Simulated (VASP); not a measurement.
HC12 (a cell with a defect): single point with LDA

System: HC12 (a cell with a defect).

```xyz
13
Lattice="1.7657 -3.5315 -1.7657 3.5315 -1.7657 1.7657 -1.7657 -3.5315 1.7657" Properties=species:S:1:pos:R:3 pbc="T T T"
C     3.5315   -3.5315    1.7657
C     0.0000   -3.5315    1.7657
C     3.5315   -5.2972    0.0000
C     3.5315   -7.0630    1.7657
C     1.7657   -3.5315    0.0000
C     1.7657   -5.2972    1.7657
C     2.6486   -4.4144   -0.8829
C     2.6486   -6.1801    0.8829
C     4.4144   -4.4144    0.8829
C     0.8829   -4.4144    0.8829
C     2.6486   -2.6486    0.8829
C     2.6486   -4.4144    2.6486
H     3.2372   -6.4744   -0.8829
```

- Program: VASP 6.6.1
- Task: single point
- Functional: LDA
- Potentials or basis: VASP PAW LDA potentials, release 64 (C, H)
- Cutoff: 520 eV
- k mesh: 6 × 6 × 6
- Occupations: gaussian, width 0.05 eV
- Spin: no spin polarisation
- Dipole correction: no
- Charge: 1
- Further INCAR settings: ALGO = Normal; EDIFF = 1e-06; NBANDS = 36; NELECT = 48.0

```json
{"Largest force": "5.331 eV/Å"}
```

Forces in eV/Å, atoms in the order of the input:
```
C   -0.718 -0.213  0.090
C   -0.604  0.094  0.322
C   -0.364  1.441  1.393
C    0.211  0.115 -0.250
C   -0.195 -2.800 -4.533
C    0.001  0.319 -0.596
C    0.658  0.142 -0.202
C   -0.371 -0.193  0.721
C    0.078  0.482 -0.755
C   -1.034 -1.613  0.509
C    3.724  1.439  0.732
C   -0.289 -0.181  0.310
H   -1.099  0.968  2.258
```

Levels at points of the mesh, in eV from the Fermi level:
```tsv
k point	band 21	band 22	band 23	band 24	band 25	band 26	band 27	band 28
(0.00, 0.00, 0.00)	-3.16	-0.36	-0.30	-0.22	3.72	5.16	5.31	5.41
(0.50, 0.00, 0.00)	-4.70	-4.40	-2.39	-2.13	3.58	6.06	6.27	6.62
(0.50, 0.50, 0.00)	-4.52	-4.43	-2.60	-2.21	4.74	5.66	6.18	6.68
(0.00, 0.50, 0.00)	-3.23	-3.08	-1.88	-1.59	3.28	4.39	5.94	7.55
(0.00, 0.00, 0.50)	-2.71	-2.39	-1.75	-1.71	4.21	6.81	6.99	7.00
(0.50, 0.00, 0.50)	-3.71	-3.63	-3.11	-3.09	2.83	4.50	5.43	5.80
(0.50, 0.50, 0.50)	-3.90	-3.58	-3.11	-3.04	3.05	4.41	5.47	5.62
(0.00, 0.50, 0.50)	-4.64	-4.45	-4.16	-4.07	3.73	5.51	5.95	6.14
```

Wall time 92 s on 1 thread of Intel(R) Xeon(R) 6975P-C (Granite Rapids), on a shared host, peak memory 0.27 GiB.

Caveat: the cell carries a net charge on a neutralising background, which shifts energy and pressure; the cell is charged against a uniform background, so pressure and absolute levels hang on convention.
